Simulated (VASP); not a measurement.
Input of a VASP 6.6.1 run:

Contents of INCAR:

```
SYSTEM = TiO2
  PREC = Accurate
  ENCUT = 520
  EDIFF = 1E-6
  ISMEAR = 0
  SIGMA = 0.02
  LREAL = .False.
  LASPH = .True.
  NELM = 60
  ALGO = Normal
  ISIF = 2
  LWAVE = .False.
  LCHARG = .False.
  NBANDS = 60
```

The input KPOINTS:

```
regular mesh
0
Gamma
  6 6 6
  0 0 0
```

The input POSCAR:

```
TiO2
1.0
    5.2503266020      0.0000000000      0.0675593238
    0.0000000000      5.2879688278      0.0000000000
   -2.5632133707      0.0000000000      4.5864239630
Ti O
4 8
Direct
    0.5000000000      0.3683347393      0.2500000000
    0.5000000000      0.6316652607      0.7500000000
    0.0000000000      0.8683347393      0.2500000000
    0.0000000000      0.1316652607      0.7500000000
    0.2119944910      0.8792924545      0.6716886772
    0.7880055090      0.1207075455      0.3283113228
    0.7880055090      0.8792924545      0.8283113228
    0.2119944910      0.1207075455      0.1716886772
    0.7119944910      0.3792924545      0.6716886772
    0.2880055090      0.6207075455      0.3283113228
    0.2880055090      0.3792924545      0.8283113228
    0.7119944910      0.6207075455      0.1716886772
```

Potentials or basis: VASP PAW LDA potentials, release 64 (Ti_sv, O).

Command:

```console
$ cat potpaw_LDA.64/Ti_sv/POTCAR potpaw_LDA.64/O/POTCAR > POTCAR
$ mpirun -np 1 vasp_std > vasp.out
```

Problem. What does it give for the pressure?

Solution. 7.3 GPa.

Problem. Estimate the band gap on the k mesh.

Solution. 2.00 eV.

Problem. What does it give for the largest force?

Solution. 0.041 eV/Å.

Stress tensor (GPa, compression positive):
```
 7.76  0.00 -1.07
 0.00  6.92  0.00
-1.07  0.00  7.30
```

Caveat: the cell differs from its parent crystal (strain along c alone, the other axes held: -3.0 %, then relaxed in part); the cell stands under pressure. A k mesh can miss the band edges.
